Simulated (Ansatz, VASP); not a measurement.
# Two plane-wave programs on AlN

```
CELL_PARAMETERS angstrom
3.31212 0.00000 0.00000
-1.65606 2.86838 0.00000
0.00000 0.00000 4.18756
ATOMIC_POSITIONS crystal
Al 0.66667 0.33333 0.25000
Al 0.33333 0.66667 0.75000
N 0.66667 0.33333 0.75000
N 0.33333 0.66667 0.25000
```

Alike in both runs: functional PBEsol; k mesh 9 × 9 × 7; occupations fermi-dirac, width 0.05 eV; no spin polarisation.

|  | VASP | Ansatz |
| --- | --- | --- |
| version | VASP 6.6.1 | Ansatz 0.2.0 |
| potentials or method | VASP PAW PBE potentials, release 64 (Al, N) | Ansatz PAW |
| plane-wave cutoff (eV) | 520 | 420 |
| valence electrons in the cell | 16 | 16 |
| task | single point | band structure |

|  | VASP | Ansatz | Ansatz less VASP |
| --- | --- | --- | --- |
| gap on the k mesh at the Fermi level (eV) | 3.19 | 3.17 | -0.014 |
| least direct gap on the mesh (eV) | 3.19 | 3.17 | -0.014 |
| pressure (GPa) | -3.5 | -3.5 | +0.08 |
| traceless stress, the component that is largest in VASP (GPa) | -0.59 | -0.58 | +0.018 |

VASP's potentials were made for PBE, not for PBEsol.
